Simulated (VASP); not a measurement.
**BaTiO3: single point with r2SCAN**

BaTiO3:

```
CELL_PARAMETERS angstrom
2.60223 1.50240 2.77706
-2.60223 1.50240 2.77706
0.00000 -3.00479 2.77706
ATOMIC_POSITIONS crystal
Ba 0.00279 0.00279 0.00279
Ti 0.51625 0.51625 0.51625
O 0.48975 0.48975 0.98016
O 0.48975 0.98016 0.48975
O 0.98016 0.48975 0.48975
```

This cell differs from its parent crystal: ratio of the length along z to the lengths across it x 1.3, volume and fractional coordinates fixed.

- Program: VASP 6.6.1
- Task: single point
- Functional: r2SCAN
- Potentials or basis: VASP PAW PBE potentials, release 64 (Ba_sv, Ti_sv, O)
- Cutoff: 520 eV
- k mesh: 6 × 6 × 6
- Occupations: gaussian, width 0.05 eV
- Spin: no spin polarisation
- Dipole correction: no
- Further INCAR settings: ALGO = Normal; EDIFF = 1e-06; NBANDS = 28

| Item | Value |
| --- | --- |
| Pressure | 9.3 GPa |
| Largest force | 1.568 eV/Å |
| Band gap on the k mesh | 1.92 eV, indirect (least direct gap 2.08 eV) |

Forces on the atoms (eV/Å):
```
Ba   0.000  0.000  0.630
Ti   0.000  0.000  1.568
O    0.000 -0.406 -0.733
O   -0.351  0.203 -0.733
O    0.351  0.203 -0.733
```

Stress tensor (GPa, compression positive):
```
 29.32   0.00   0.00
  0.00  29.32   0.00
  0.00   0.00 -30.64
```

Levels at points of the mesh, in eV from the valence-band top:
```csv
k point,band 16,band 17,band 18,band 19,band 20,band 21,band 22,band 23,band 24,band 25
"(0.00, 0.00, 0.00)",-1.79,-1.79,-0.92,-0.16,-0.16,1.92,1.92,2.54,4.20,4.20
"(0.50, 0.00, 0.00)",-2.52,-2.03,-1.99,-1.53,-0.60,2.32,3.39,3.63,4.14,5.45
"(0.50, 0.50, 0.00)",-3.01,-2.05,-1.49,-0.87,-0.22,3.28,3.46,3.87,4.58,7.25
"(0.50, 0.50, 0.50)",-2.15,-2.15,-0.52,0.00,0.00,3.94,3.94,4.13,6.10,6.10
```

Wall time 3.1 min on 1 thread of Intel(R) Xeon(R) Platinum 8488C (Sapphire Rapids) (shared host), peak memory 0.21 GiB.

Caveat: the PAW data sets were made with another functional, which shifts forces and pressure a little; spin-orbit coupling is left out, which moves the levels of the heavy elements. A k mesh can miss the band edges.
